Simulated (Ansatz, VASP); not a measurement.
# HfN in VASP and in Ansatz

```
Hf N
1.0
     3.10473    0.00000    0.00000
    -1.55237    2.68878    0.00000
     0.00000    0.00000    5.36261
Hf N
2 2
Cartesian
  1.5524 0.8963 4.0220
  0.0000 1.7925 1.3407
  0.0000 0.0000 0.0000
  0.0000 0.0000 2.6813
```

Alike in both runs: functional PBEsol; dispersion D3(BJ); k mesh 9 × 9 × 5; no spin polarisation.

Ansatz relaxed the structure, and its values are those at the end. VASP's run is a single point on that final structure, the one shown.

|  | VASP | Ansatz |
| --- | --- | --- |
| version | VASP 6.6.1 | Ansatz 0.2.0 |
| potentials or method | VASP PAW PBE potentials, release 64 (Hf_pv, N) | plane waves, PAW |
| plane-wave cutoff (eV) | 520 | 420 |
| occupations | fermi-dirac, width 0.1 eV | fermi-dirac |
| valence electrons in the cell | 30 | 62 |

```tsv
	VASP	Ansatz	Ansatz less VASP
pressure (GPa)	-2.1	0.0	+2.07
```

VASP's potentials were made for PBE, not for PBEsol. VASP's potentials hold 30 valence electrons a cell and Ansatz's 62, so a difference there can come from the potentials and not from the codes. Ansatz's warnings: stress scf threshold loose.

Neither program's run includes spin-orbit coupling.
